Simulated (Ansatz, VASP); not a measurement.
**Two plane-wave programs on SrO**

```
CELL_PARAMETERS angstrom
4.24684 0.00000 0.00000
-2.12342 3.67787 0.00000
0.00000 0.00000 5.13227
ATOMIC_POSITIONS crystal
Sr 0.33333 0.66667 0.25000
Sr 0.66667 0.33333 0.75000
O 0.66667 0.33333 0.25000
O 0.33333 0.66667 0.75000
```

Alike in both runs: task single point; functional PBE; k mesh 6 × 6 × 4; no spin polarisation.

|  | VASP | Ansatz |
| --- | --- | --- |
| version | VASP 6.6.1 | Ansatz 0.2.0 |
| potentials or method | VASP PAW PBE potentials, release 64 (Sr_sv, O) | plane waves, PAW |
| plane-wave cutoff (eV) | 520 | 420 |
| occupations | gaussian, width 0.01 eV | fixed |
| valence electrons in the cell | 32 | 32 |

Ansatz gave:

* gap on the k mesh at the Fermi level (eV): 2.71
* pressure (GPa): 2.2
* traceless stress, the component that is largest in VASP (GPa): 0.14

**Question.** What did VASP give for the same quantities?

**Answer.** gap on the k mesh at the Fermi level (eV): 2.69; pressure (GPa): 2.8; traceless stress, the component that is largest in VASP (GPa): 0.14.
